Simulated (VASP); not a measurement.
Wanted: the native input for a VASP 6.6.1 run.

| Property | Result |
| --- | --- |
| Task | single point |
| Functional | PBEsol |
| Potentials or basis | VASP PAW PBE potentials, release 64 (Pt) |
| Cutoff | 520 eV |
| k mesh | 18 × 18 × 10 |
| Occupations | gaussian, width 0.1 eV |
| Spin | no spin polarisation |
| Dipole correction | no |
| Further INCAR settings | ALGO = Fast; EDIFF = 1e-07; NBANDS = 17 |

The structure of Pt lies in POSCAR:

```
Pt
1.0
    2.7252000919      0.0000002837      0.0000000000
   -1.3626002916      2.3600923681      0.0000000000
    0.0000000000      0.0000000000      4.7065966589
Pt
2
Direct
    0.0000000000      0.0000000000      0.0000000000
    0.3333333333      0.6666666667      0.5000000000
```

This isn't the form of Pt at room conditions, which is fcc.

These files were run (other wordings do the same):

INCAR

```
PREC = Accurate ; ENCUT = 520
EDIFF = 1E-7 ; ISMEAR = 0
SIGMA = 0.1 ; LREAL = F
LASPH = T ; NELM = 100
ALGO = Fast ; ISIF = 2
LWAVE = F ; LCHARG = T
GGA = PS ; LELF = T
LVHAR = T ; NBANDS = 17
```

KPOINTS

```
regular mesh
0
Gamma
  18 18 10
```

Potentials or basis: VASP PAW PBE potentials, release 64 (Pt).

Launch:

```sh
$ cat potpaw_PBE.64/Pt/POTCAR > POTCAR
$ mpirun -np 1 vasp_std > vasp.out
```

Results of the run:

```yaml
Pressure: -0.4 GPa
Band_gap_on_the_k_mesh: zero (bands 10 and 11 overlap by 1.37 eV)
```

Caveat: the PAW data sets were made with another functional, which shifts forces and pressure a little; spin-orbit coupling is left out, which moves the levels of the heavy elements.

Wall time 2.3 min on 1 thread of Intel Xeon 8259CL, on a shared host, peak memory 0.21 GiB.
